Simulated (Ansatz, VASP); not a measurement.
**PbF2: VASP beside Ansatz**

File INCAR:

```
PREC = Accurate
ENCUT = 600
EDIFF = 1E-7
ISMEAR = 0
SIGMA = 0.1
LREAL = F
LASPH = T
NELM = 100
ALGO = Normal
ISIF = 3
LWAVE = F
LCHARG = F
GGA = PE
IBRION = 2
NSW = 90
EDIFFG = -0.04
```

KPOINTS

```
Automatic mesh
0
Gamma
  8 8 8
```

The input POSCAR:

```
PbF2
1.0
   -1.6636443700      1.6636443700      5.4130358600
    1.6636443700     -1.6636443700      5.4130358600
    1.6636443700      1.6636443700     -5.4130358600
Pb F
1 2
Direct
    0.0000000000      0.0000000000      0.0000000000
    0.3400000000      0.3400000000      0.0000000000
    0.6600000000      0.6600000000      0.0000000000
```

Input for Ansatz:

```yaml
crystal:
  lattice:
    - [-1.66364437, 1.66364437, 5.41303586]
    - [1.66364437, -1.66364437, 5.41303586]
    - [1.66364437, 1.66364437, -5.41303586]
  atoms:
    - { symbol: Pb, position: [0.0, 0.0, 0.0] }
    - { symbol: F, position: [0.34, 0.34, 0.0] }
    - { symbol: F, position: [0.66, 0.66, 0.0] }
basis:
  ecutwfc: 420
kpoints:
  mp_grid: { grid: [8, 8, 8] }
hamiltonian:
  xc: pbe
scf:
  occupations: { method: gaussian, width: 0.1 }
  lower_state_search: "off"
output:
  forces: true
  stress: true
  eigenvalues: true
relax:
  adjacent_minimum: "off"
  f_tol: 0.04
  max_steps: 70
  cell: { stress_tol: 0.4 }
```

Change from the starting cell: species swapped into the Ti2Pd type (I4/mmm, No. 139).

Alike in both runs: task relaxation of cell and atoms; functional PBE; k mesh 8 × 8 × 8; occupations gaussian, width 0.1 eV; no spin polarisation.

```csv
,VASP,Ansatz
version,VASP 6.6.1,Ansatz 0.2.0
potentials or method,"VASP PAW PBE potentials, release 64 (Pb_d, F), cutoff 600 eV","scalar-relativistic, plane waves, PAW"
valence electrons in the cell,28,28
```

```csv
,VASP,Ansatz,Ansatz less VASP
"gap on the k mesh at the Fermi level, each at its own relaxed structure (eV)",3.21,3.21,-0.003
relaxed volume (Å³/atom),15.33,15.34,+0.012
relaxed length of the cell vector where the two differ most in proportion (Å),4.517,4.515,-0.0015
```

Spin-orbit coupling is off throughout. Noted on VASP's run: the volume moved by over 15 % at a fixed basis, so the end points are rough.
